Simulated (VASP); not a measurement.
# BaTiO3 in VASP: single point with PBE

Aim: the single point of BaTiO3 with PBE.

All numbers are computed with VASP 6.6.1; they aren't measurements. Logs are shortened: lines on timing, memory, paths and dates and some standing lists are left out, and cuts for length are marked.

### Step 1. The cell of the first run

The cell holds a slab with vacuum, 30 atoms: a = 5.668 Å, b = 8.015 Å, c = 19.085 Å, α = 90.00°, β = 90.00°, γ = 90.00°.

### Step 2. Single point, PBE

The input, INCAR:

```
PREC = Accurate
ENCUT = 520
EDIFF = 1E-6
ISMEAR = -1
SIGMA = 0.05
LREAL = Auto
LASPH = T
NELM = 60
ALGO = Normal
ISIF = 2
LWAVE = F
LCHARG = F
GGA = PE
NBANDS = 141
```

The input, KPOINTS:

```
Automatic mesh
0
Gamma
  2 2 1
```

The input, POSCAR:

```
BaTiO3
1.0
    5.6677180000      0.0000000000      0.0000000000
    0.0000000000      8.0153630000      0.0000000000
    0.0000000000      0.0000000000     19.0846470000
Ba Ti O
6 6 18
Direct
    0.5000000000      0.2500000000      0.0523981000
    0.0000000000      0.2500000000      0.2209535518
    0.5000000000      0.2500000000      0.4002151464
    0.5000000000      0.7500000000      0.0523981000
    0.0000000000      0.7500000000      0.2209535518
    0.5000000000      0.7500000000      0.4002151464
    0.0000000000      0.0000000000      0.0523981000
    0.5000000000      0.0000000000      0.2199942112
    0.0000000000      0.0000000000      0.3772739613
    0.0000000000      0.5000000000      0.0523981000
    0.5000000000      0.5000000000      0.2199942112
    0.0000000000      0.5000000000      0.3772739613
    0.2500000000      0.0000000000      0.1266426000
    0.7500000000      0.0000000000      0.1266426000
    0.0000000000      0.2500000000      0.0523981000
    0.7426434196      0.0000000000      0.2785305582
    0.2573565804      0.0000000000      0.2785305582
    0.5000000000      0.2500000000      0.1925127934
    0.2407418503      0.0000000000      0.4359890677
    0.7592581497      0.0000000000      0.4359890677
    0.0000000000      0.2500000000      0.3570976840
    0.2500000000      0.5000000000      0.1266426000
    0.7500000000      0.5000000000      0.1266426000
    0.0000000000      0.7500000000      0.0523981000
    0.7426434196      0.5000000000      0.2785305582
    0.2573565804      0.5000000000      0.2785305582
    0.5000000000      0.7500000000      0.1925127934
    0.2407418503      0.5000000000      0.4359890677
    0.7592581497      0.5000000000      0.4359890677
    0.0000000000      0.7500000000      0.3570976840
```

Potentials or basis: VASP PAW PBE potentials, release 64 (Ba_sv, Ti_sv, O).

Launch:

```bash
> cat potpaw_PBE.64/Ba_sv/POTCAR potpaw_PBE.64/Ti_sv/POTCAR potpaw_PBE.64/O/POTCAR > POTCAR
> mpirun -np 1 vasp_std > vasp.out
```

OUTCAR:

```text
PREC = Accurate
   ENCUT = 520
   EDIFF = 1E-6
   ISMEAR = -1
   LREAL = Auto
   LASPH = T
   NELM = 60
   ISIF = 2
   GGA = PE

 ion  position               nearest neighbor table
   1  0.500  0.250  0.052-  18 2.67  15 2.83  15 2.83  14 2.83  22 2.83  23 2.83  13 2.83  10 3.47
                             7 3.47  10 3.47   7 3.47  11 3.77   8 3.77   4 4.01   4 4.01   2 4.29
   2  0.000  0.250  0.221-  21 2.60  17 2.71  16 2.71  25 2.71  26 2.71  18 2.89  18 2.89  23 3.04
                            13 3.04  14 3.04  22 3.04  15 3.22   8 3.47   8 3.47  11 3.47  11 3.47
   3  0.500  0.250  0.400-  19 2.58  20 2.58  28 2.58  29 2.58  21 2.95  21 2.95   9 3.50   9 3.50
                            12 3.50  12 3.50   6 4.01   6 4.01   2 4.44   2 4.44
   4  0.500  0.750  0.052-  27 2.67  24 2.83  24 2.83  23 2.83  13 2.83  14 2.83  22 2.83  10 3.47
                             7 3.47  10 3.47   7 3.47  11 3.77   8 3.77   1 4.01   1 4.01   5 4.29
   5  0.000  0.750  0.221-  30 2.60  17 2.71  25 2.71  26 2.71  16 2.71  27 2.89  27 2.89  14 3.04
                            22 3.04  23 3.04  13 3.04  24 3.22   8 3.47   8 3.47  11 3.47  11 3.47
   6  0.500  0.750  0.400-  19 2.58  20 2.58  28 2.58  29 2.58  30 2.95  30 2.95   9 3.50   9 3.50
                            12 3.50  12 3.50   3 4.01   3 4.01   5 4.44   5 4.44
   7  0.000  0.000  0.052-  15 2.00  24 2.00  13 2.00  14 2.00   1 3.47   4 3.47   1 3.47   4 3.47
                             2 3.79   5 3.79
   8  0.500  0.000  0.220-  16 1.77  17 1.77  18 2.07  27 2.07  13 2.28  14 2.28   2 3.47   5 3.47
                             2 3.47   5 3.47   4 3.77   1 3.77
   9  0.000  0.000  0.377-  19 1.77  20 1.77  21 2.04  30 2.04  16 2.38  17 2.38   3 3.50   6 3.50
                             3 3.50   6 3.50   5 3.59   2 3.59
  10  0.000  0.500  0.052-  15 2.00  24 2.00  23 2.00  22 2.00   1 3.47   4 3.47   1 3.47   4 3.47
                             2 3.79   5 3.79
  11  0.500  0.500  0.220-  25 1.77  26 1.77  18 2.07  27 2.07  23 2.28  22 2.28   2 3.47   5 3.47
                             2 3.47   5 3.47   4 3.77   1 3.77
  12  0.000  0.500  0.377-  28 1.77  29 1.77  21 2.04  30 2.04  26 2.38  25 2.38   3 3.50   6 3.50
                             3 3.50   6 3.50   5 3.59   2 3.59
  13  0.250  0.000  0.127-   7 2.00   8 2.28   1 2.83   4 2.83   2 3.04   5 3.04
  14  0.750  0.000  0.127-   7 2.00   8 2.28   1 2.83   4 2.83   2 3.04   5 3.04
  15  0.000  0.250  0.052-   7 2.00  10 2.00   1 2.83   1 2.83   2 3.22
  16  0.743  0.000  0.279-   8 1.77   9 2.38   2 2.71   5 2.71
  17  0.257  0.000  0.279-   8 1.77   9 2.38   2 2.71   5 2.71
[... 21 lines left out ...]
 A1 = (   5.6677180000,   0.0000000000,   0.0000000000)
 A2 = (   0.0000000000,   8.0153630000,   0.0000000000)
 A3 = (   0.0000000000,   0.0000000000,  19.0846470000)

Analysis of symmetry for initial positions (statically):
=====================================================================
 Subroutine PRICEL returns following result:

  LATTYP: Found a simple orthorhombic cell.
 ALAT       =     4.0076815000
 B/A-ratio  =     1.4142136794
 C/A-ratio  =     4.7620168918

  Lattice vectors:

 A1 = (   0.0000000000,  -4.0076815000,   0.0000000000)
 A2 = (   5.6677180000,   0.0000000000,   0.0000000000)
 A3 = (   0.0000000000,   0.0000000000,  19.0846470000)

   2 primitive cells build up your supercell.

 Routine SETGRP: Setting up the symmetry group for a
 simple orthorhombic supercell.

 Subroutine GETGRP returns: Found  4 space group operations
 (whereof  4 operations were pure point group operations)
 out of a pool of  8 trial point group operations.

The static configuration has the point symmetry C_2v.

Analysis of symmetry for dynamics (positions and initial velocities):
=====================================================================
 Subroutine PRICEL returns following result:

  LATTYP: Found a simple orthorhombic cell.
 ALAT       =     4.0076815000
 B/A-ratio  =     1.4142136794
 C/A-ratio  =     4.7620168918

  Lattice vectors:

 A1 = (   0.0000000000,  -4.0076815000,   0.0000000000)
 A2 = (   5.6677180000,   0.0000000000,   0.0000000000)
 A3 = (   0.0000000000,   0.0000000000,  19.0846470000)

   2 primitive cells build up your supercell.

 Routine SETGRP: Setting up the symmetry group for a
 simple orthorhombic supercell.

 Subroutine GETGRP returns: Found  4 space group operations
 (whereof  4 operations were pure point group operations)
 out of a pool of  8 trial point group operations.

The dynamic configuration has the point symmetry C_2v.

 Subroutine INISYM returns: Found  4 space group operations
 (whereof  4 operations are pure point group operations),
 and found     2 'primitive' translations

----------------------------------------------------------------------------------------
[... 46 lines left out ...]
                15          21

----------------------------------------------------------------------------------------

 KPOINTS: Automatic mesh

Automatic generation of k-mesh.
 Grid dimensions read from file:
 generate k-points for:    2    2    1

 Generating k-lattice:

  Cartesian coordinates                     Fractional coordinates (reciprocal lattice)
     0.088218927  0.000000000  0.000000000     0.500000000  0.000000000  0.000000000
     0.000000000  0.062380207  0.000000000     0.000000000  0.500000000  0.000000000
     0.000000000  0.000000000  0.052398140     0.000000000  0.000000000  1.000000000

  Length of vectors
     0.088218927  0.062380207  0.052398140

  Shift w.r.t. Gamma in fractional coordinates (k-lattice)
     0.000000000  0.000000000  0.000000000

 Subroutine IBZKPT returns following result:
 ===========================================

 Found      4 irreducible k-points:

 Following reciprocal coordinates:
            Coordinates               Weight
  0.000000  0.000000  0.000000      1.000000
  0.500000  0.000000  0.000000      1.000000
  0.000000  0.500000  0.000000      1.000000
  0.500000  0.500000  0.000000      1.000000
   k-points           NKPTS =      4   k-points in BZ     NKDIM =      4   number of bands    NBANDS=    141
   number of dos      NEDOS =    301   number of ions     NIONS =     30
   total plane-waves  NPLWV = 362880
   dimension x,y,z NGX =    42 NGY =   60 NGZ =  144
   dimension x,y,z NGXF=    84 NGYF=  120 NGZF=  288
   ions per type =               6   6  18
   NGX,Y,Z   is equivalent  to a cutoff of  12.32, 12.44, 12.54 a.u.
   NGXF,Y,Z  is equivalent  to a cutoff of  24.64, 24.89, 25.09 a.u.
 SYSTEM =  unknown system
   PREC   = accura    normal or accurate (medium, high low for compatibility)
   ISTART =      0    job   : 0-new  1-cont  2-samecut
   ICHARG =      2    charge: 1-file 2-atom 10-const
   ISPIN  =      1    spin polarized calculation?
   LNONCOLLINEAR =      F non collinear calculations
   LSORBIT =      F    spin-orbit coupling
   LASPH  =      T    aspherical Exc in radial PAW
   ENCUT  =  520.0 eV  38.22 Ry    6.18 a.u.  10.54 14.90 35.48*2*pi/ulx,y,z
   NELM   =     60;   NELMIN=  2; NELMDL= -5     # of ELM steps
   EDIFF  = 0.1E-05   stopping-criterion for ELM
   LREAL  =      T    real-space projection
   EDIFFG = 0.1E-04   stopping-criterion for IOM
   NSW    =      0    number of steps for IOM
[... 5 lines left out ...]
   TEBEG  =    0.0;   TEEND  =   0.0 temperature during run
   PSTRESS=    0.0 pullay stress
   NELECT =     240.0000    total number of electrons
   NUPDOWN=      -1.0000    fix difference up-down
   EMIN   =  10.00;   EMAX   =-10.00  energy-range for DOS
   EFERMI =   0.00;   METHOD = LEGACY
   ISMEAR =    -1;   SIGMA  =   0.05  broadening in eV -4-tet -1-fermi 0-gaus
   EFERMI_NEDOS =   21; number of points for ismear=-14 and -15
   IALGO  =     38    algorithm
   IMIX   =      4    mixing-type and parameters
     AMIX     =   0.40;   BMIX     =  1.00
     AMIX_MAG =   1.60;   BMIX_MAG =  1.00
  volume/ion in A,a.u.               =      28.90       195.03
  Fermi-wavevector in a.u.,A,eV,Ry     =   1.066940  2.016225 15.488346  1.138361
  Thomas-Fermi vector in A             =   2.202541
   LORBIT       =      0    0 simple, 1 ext, 2 COOP (PROOUT), +10 PAW based schemes
   GGA     = PE    functional components
   LHFCALC =     F    Hartree Fock is set to
   AEXX    =    0.0000 exact exchange contribution
   IVDW    =     0    specifies the selected vdW correction
   LEPSILON=     F    determine dielectric tensor
   LRPA    =     F    only Hartree local field effects (RPA)
 non-spin polarized calculation
  energy-cutoff  :      520.00
  volume of cell :      866.99
 maximum number of plane-waves:     23462
   NGX = 21   NGY = 29   NGZ = 71

 number of electron     239.9999926 magnetization

 Free energy of the ion-electron system (eV)
  ---------------------------------------------------
  ext. energy  EPLUGINS =         0.00000000
  ---------------------------------------------------
  free energy    TOTEN  =      -226.23489315 eV

  energy without entropy =     -226.06215507  energy(sigma->0) =     -226.14852411

 E-fermi :  -0.3493     XC(G=0):  -6.0736

 val. band max:       -0.3676764827   @ k =   0.5000   0.0000   0.0000
 cond. band min:      -0.3373641760   @ k =   0.0000   0.5000   0.0000
 fundamental gap:      0.0303123067
 Fermi energy:        -0.3492944272

 k-point     1 :       0.0000    0.0000    0.0000
  band No.  band energies     occupation
      1     -58.9799      2.00000
      2     -58.9788      2.00000
      3     -56.7069      2.00000
      4     -56.7060      2.00000
      5     -55.7592      2.00000
      6     -55.7582      2.00000
[... 529 lines left out ...]
    131       2.0092      0.00000
    132       2.0092      0.00000
 [bands above 132 left out]

------------------------ aborting loop because EDIFF is reached ----------------------------------------

  FORCE on cell =-STRESS in cart. coord.  units (eV):
  Direction    XX          YY          ZZ          XY          YZ          ZX
  --------------------------------------------------------------------------------------
  -------------------------------------------------------------------------------------
  Total       15.9297342     -1.6919616    -20.1895197      0.0000000      0.0000000      0.0000000
  in kB       29.4376780     -3.1266950    -37.3096357      0.0000000      0.0000000      0.0000000
  external PRESSURE =      -3.6662176 kB  Pullay stress =       0.0000000 kB

 VOLUME and BASIS-vectors are now :
 -----------------------------------------------------------------------------
  energy-cutoff  :      520.00
  volume of cell :      866.99
      direct lattice vectors                 reciprocal lattice vectors
     5.667718000  0.000000000  0.000000000     0.176437854  0.000000000  0.000000000
     0.000000000  8.015363000  0.000000000     0.000000000  0.124760413  0.000000000
     0.000000000  0.000000000 19.084647000     0.000000000  0.000000000  0.052398140

 POSITION                                       TOTAL-FORCE (eV/Angst)
 -----------------------------------------------------------------------------------
      2.83386      2.00384      1.00000        -0.000000      0.000000      2.300201
      0.00000      2.00384      4.21682        -0.000000      0.000000     -0.169566
      2.83386      2.00384      7.63796        -0.000000      0.000000     -0.141942
      2.83386      6.01152      1.00000        -0.000000      0.000000      2.300201
      0.00000      6.01152      4.21682        -0.000000      0.000000     -0.169566
      2.83386      6.01152      7.63796        -0.000000      0.000000     -0.141942
[... 22 lines left out ...]
      4.30326      4.00768      8.32070         0.075276      0.000000      0.176437
      0.00000      6.01152      6.81508        -0.000000     -0.000000      0.092228
 -----------------------------------------------------------------------------------
    total drift:                                0.000000      0.000000      0.027507

  FREE ENERGIE OF THE ION-ELECTRON SYSTEM (eV)
  ---------------------------------------------------
  free  energy   TOTEN  =      -226.2348931536 eV

  energy  without entropy=     -226.0621550709  energy(sigma->0) =     -226.14852411
```

It took 25 min on 1 thread of Intel Xeon Platinum 8488C (Sapphire Rapids), shared host; peak memory 0.89 GiB.

What came out:

* Free energy: -226.2349 eV
* Largest force: 7.659 eV/Å
* Band gap on the k mesh: zero (filled and empty bands touch)

Forces on the atoms (eV/Å):
```
Ba   0.000  0.000  2.300
Ba   0.000  0.000 -0.170
Ba   0.000  0.000 -0.142
Ba   0.000  0.000  2.300
Ba   0.000  0.000 -0.170
Ba   0.000  0.000 -0.142
Ti   0.000  0.000  7.659
Ti   0.000  0.000 -0.166
Ti   0.000  0.000 -0.162
Ti   0.000  0.000  7.659
Ti   0.000  0.000 -0.166
Ti   0.000  0.000 -0.162
O   -1.690  0.000 -3.957
O    1.690  0.000 -3.957
O    0.000  0.000 -2.252
O    0.071  0.000  0.144
O   -0.071  0.000  0.144
O    0.000  0.000  0.112
O   -0.075  0.000  0.176
O    0.075  0.000  0.176
O    0.000  0.000  0.092
O   -1.690  0.000 -3.957
O    1.690  0.000 -3.957
O    0.000  0.000 -2.252
O    0.071  0.000  0.144
O   -0.071  0.000  0.144
O    0.000  0.000  0.112
O   -0.075  0.000  0.176
O    0.075  0.000  0.176
O    0.000  0.000  0.092
```

Caveat: the k points lie up to 0.55 Å⁻¹ apart; spin-orbit coupling is left out, which moves the levels of the heavy elements; semilocal functionals often make such compounds metallic where correlation or magnetic order opens a gap, which also shifts bond lengths.
